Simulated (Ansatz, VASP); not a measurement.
GaSb in VASP and in Ansatz

```
Sb Ga
1.0
     0.00000    3.05900    3.05900
     3.05900    0.00000    3.05900
     3.05900    3.05900    0.00000
Sb Ga
1 1
Direct
  0.75000 0.75000 0.75000
  0.00000 0.00000 0.00000
```

Alike in both runs: functional BLYP; k mesh 8 × 8 × 8; occupations fermi-dirac, width 0.05 eV; no spin polarisation.

|  | VASP | Ansatz |
| --- | --- | --- |
| version | VASP 6.6.1 | Ansatz 0.2.0 |
| potentials or method | VASP PAW PBE potentials, release 64 (Sb, Ga_d), cutoff 520 eV | all-electron LAPW, scalar-relativistic |
| task | single point | band structure |

```csv
,VASP,Ansatz,Ansatz less VASP
gap on the k mesh at the Fermi level (eV),none,none,-
pressure (GPa),5.6,5.3,-0.20
```

VASP's potentials were made for PBE, not for BLYP. A gap of «none» marks a metal or a gap that the smearing closes. Ansatz ran all-electron here, and VASP with PAW potentials.

Spin-orbit coupling is off throughout.
